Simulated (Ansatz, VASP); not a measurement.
**Lu: VASP beside Ansatz**

File INCAR:

```
SYSTEM = Lu
PREC = Accurate ; ENCUT = 520
EDIFF = 1E-6 ; ISMEAR = -1
SIGMA = 0.1 ; LREAL = .FALSE.
LASPH = .TRUE. ; NELM = 100
ALGO = Normal ; ISIF = 2
LWAVE = .FALSE. ; LCHARG = .TRUE.
GGA = PE ; LELF = .TRUE.
LVHAR = .TRUE. ; NBANDS = 18
```

Contents of KPOINTS:

```
Automatic mesh
0
G
  14 14 14
  0 0 0
```

The input POSCAR:

```
Lu
1.0
   -1.5979088713      1.5979088713      1.5979088713
    1.5979088713     -1.5979088713      1.5979088713
    1.5979088713      1.5979088713     -1.5979088713
Lu
1
Direct
    0.0000000000      0.0000000000      0.0000000000
```

Input for Ansatz:

```yaml
crystal:
  lattice:
    - [-1.5979088713, 1.5979088713, 1.5979088713]
    - [1.5979088713, -1.5979088713, 1.5979088713]
    - [1.5979088713, 1.5979088713, -1.5979088713]
  atoms:
    - { symbol: Lu, position: [0.0, 0.0, 0.0] }
kpoints:
  mp_grid: { grid: [14, 14, 14] }
scf:
  occupations: { method: fermi_dirac, width: 0.1 }
hamiltonian:
  xc: pbe
  pseudopotentials: { kind: all_electron, lapw: { basis_error: 0.001 } }
output:
  forces: true
  stress: true
  eigenvalues: true
  populations: true
```

Change from the starting cell: volume scaled by 0.55, LAPW.

Alike in both runs: task single point; functional PBE; k mesh 14 × 14 × 14; occupations fermi-dirac, width 0.1 eV; no spin polarisation.

|  | VASP | Ansatz |
| --- | --- | --- |
| version | VASP 6.6.1 | Ansatz 0.2.0 |
| potentials or method | VASP PAW PBE potentials, release 64 (Lu), cutoff 520 eV | all-electron LAPW, scalar-relativistic |

```tsv
	VASP	Ansatz	Ansatz less VASP
pressure (GPa)	68.0	66.4	-1.57
```

Both programs put the cell under a high pressure, so it lies far from rest at this level. Ansatz ran all-electron here, and VASP with PAW potentials.

Spin-orbit coupling is off throughout. Noted on VASP's run: the cell as given lies far from equilibrium.
